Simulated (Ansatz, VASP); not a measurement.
Two plane-wave programs on CaZr3

```
CELL_PARAMETERS angstrom
4.65021 0.00000 0.00000
0.00000 4.65021 0.00000
0.00000 0.00000 4.65021
ATOMIC_POSITIONS crystal
Ca 0.00000 0.00000 0.00000
Zr 0.00000 0.50000 0.50000
Zr 0.50000 0.00000 0.50000
Zr 0.50000 0.50000 0.00000
```

Alike in both runs: functional PBE; k mesh 4 × 4 × 4; occupations gaussian, width 0.1 eV; no spin polarisation.

Ansatz relaxed the structure, and its values are those at the end. VASP's run is a single point on that final structure, the one shown.

|  | VASP | Ansatz |
| --- | --- | --- |
| version | VASP 6.6.1 | Ansatz 0.2.0 |
| potentials or method | VASP PAW PBE potentials, release 64 (Ca_sv, Zr_sv), cutoff 520 eV | scalar-relativistic, plane waves, PAW |
| valence electrons in the cell | 46 | 46 |

Ansatz gave:

```
gap on the k mesh at the Fermi level (eV) : none
pressure (GPa)                            : 0.0
```

**Question.** Which values does VASP return?

**Answer.** gap on the k mesh at the Fermi level (eV): none; pressure (GPa): 0.1.

A gap of «none» marks a metal or a gap that the smearing closes. With one functional, cell and mesh, what is left measures potentials, basis and numerics.
